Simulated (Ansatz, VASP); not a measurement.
# Two plane-wave programs on KF

INCAR

```
ALGO = Normal ; EDIFF = 1E-6
ENCUT = 520 ; GGA = PE
ISIF = 2 ; ISMEAR = -1
LASPH = True ; LCHARG = False
LREAL = False ; LWAVE = False
NBANDS = 15 ; NELM = 100
PREC = Accurate ; SIGMA = 0.02
```

KPOINTS

```
k-points
0
Gamma
  8 8 8
```

POSCAR

```
KF
1.0
    0.0000000000      2.9034055542      2.9034055542
    2.9034055542      0.0000000000      2.9034055542
    2.9034055542      2.9034055542      0.0000000000
K F
1 1
Direct
    0.0000000000      0.0000000000      0.0000000000
    0.2500000000      0.2500000000      0.2500000000
```

Input for Ansatz:

```yaml
crystal:
  lattice:
    - [0.0, 2.9034055542, 2.9034055542]
    - [2.9034055542, 0.0, 2.9034055542]
    - [2.9034055542, 2.9034055542, 0.0]
  atoms:
    - { symbol: K, position: [0.0, 0.0, 0.0] }
    - { symbol: F, position: [0.25, 0.25, 0.25] }
kpoints:
  mp_grid: { grid: [8, 8, 8] }
  band_path:
    path:
      - [0.0, 0.0, 0.0]
      - [-0.5, -0.5, 0.0]
      - [-0.375, -0.375, 0.25]
      - [-0.375, 0.0, 0.375]
      - [0.0, 0.0, 0.5]
      - [-0.5, -0.25, 0.25]
    npoints: 1
hamiltonian:
  xc: pbe
scf:
  occupations: { method: fermi_dirac, width: 0.02 }
  n_extra_bands: 4
output:
  forces: true
  stress: true
  eigenvalues: true
```

Change from the starting cell: hydrostatic strain -1.1%.

Alike in both runs: task single point; functional PBE; k mesh 8 × 8 × 8; occupations fermi-dirac, width 0.02 eV; no spin polarisation.

```csv
,VASP,Ansatz
version,VASP 6.6.1,Ansatz 0.2.0
potentials or method,"VASP PAW PBE potentials, release 64 (K_sv, F)","plane waves, PAW"
plane-wave cutoff (eV),520,420
valence electrons in the cell,16,16
```

```csv
,VASP,Ansatz,Ansatz less VASP
gap on the k mesh at the Fermi level (eV),5.25,5.26,+0.011
pressure (GPa),1.8,1.8,-0.05
```

With one functional, cell and mesh, what is left measures potentials, basis and numerics.
